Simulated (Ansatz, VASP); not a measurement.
Se: VASP beside Ansatz

```
Se
1.0
     4.21357    0.00000    0.00000
    -2.10679    3.64906    0.00000
     0.00000    0.00000    4.77988
Se
3
Direct
  0.23198 0.00000 0.33333
  0.00000 0.23198 0.66667
  0.76802 0.76802 0.00000
```

Alike in both runs: task single point; functional PBE; dispersion D3(BJ); k mesh 9 × 9 × 8; occupations gaussian, width 0.05 eV; no spin polarisation.

```csv
,VASP,Ansatz
version,VASP 6.6.1,Ansatz 0.2.0
potentials or method,"VASP PAW PBE potentials, release 64 (Se), cutoff 520 eV","scalar-relativistic, plane waves, PAW"
valence electrons in the cell,18,48
```

```csv
,VASP,Ansatz,Ansatz less VASP
gap on the k mesh at the Fermi level (eV),0.90,0.91,+0.001
least direct gap on the mesh (eV),1.42,1.43,+0.013
pressure (GPa),6.5,6.3,-0.21
"traceless stress, the component that is largest in VASP (GPa)",3.65,3.58,-0.070
rms of the force components (eV/Å),0.665,0.638,-0.0264
```

Atom by atom the forces differ by 0.026 eV/Å (rms over components). VASP's potentials hold 18 valence electrons a cell and Ansatz's 48, so a difference there can come from the potentials and not from the codes.
